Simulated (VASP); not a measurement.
TiC:

```xyz
2
Lattice="0.0000 2.1593 2.1593 2.1593 0.0000 2.1593 2.1593 2.1593 0.0000" Properties=species:S:1:pos:R:3 pbc="T T T"
Ti    0.0000    0.0000    0.0000
C     2.1593    2.1593    2.1593
```

```yaml
Program: VASP 6.6.1
Task: relaxation of cell and atoms
Functional: PBEsol
Potentials_or_basis: VASP PAW PBE potentials, release 64 (Ti_sv, C)
Cutoff: 600 eV
k_mesh: 12 × 12 × 12
Occupations: gaussian, width 0.1 eV
Spin: no spin polarisation
```

At the start: pressure -4.4 GPa; volume 10.07 Å³/atom.

Question: How do energy, volume and symmetry change on relaxing?

Answer: Over 3 steps the energy falls by 2.4 meV/atom and the volume is 9.90 Å³/atom (-1.7 %); space group Fm-3m (No. 225, to 0.05 Å).

The path:
```csv
step,energy change (eV),largest force (eV/Å),pressure (GPa),volume (Å³)
1,0.0000,0.0000,-4.39,20.14
2,0.0042,0.0000,6.39,19.34
3,-0.0047,0.0000,-0.04,19.80
```

Final structure:
```yaml
crystal:
  lattice:
    - [0.00000, 2.14714, 2.14714]
    - [2.14714, 0.00000, 2.14714]
    - [2.14714, 2.14714, 0.00000]
  atoms:
    - { symbol: Ti, position: [0.00000, 0.00000, 0.00000] }
    - { symbol: C, position: [0.50000, 0.50000, 0.50000] }
```

Caveat: the PAW data sets were made with another functional, which shifts forces and pressure a little.
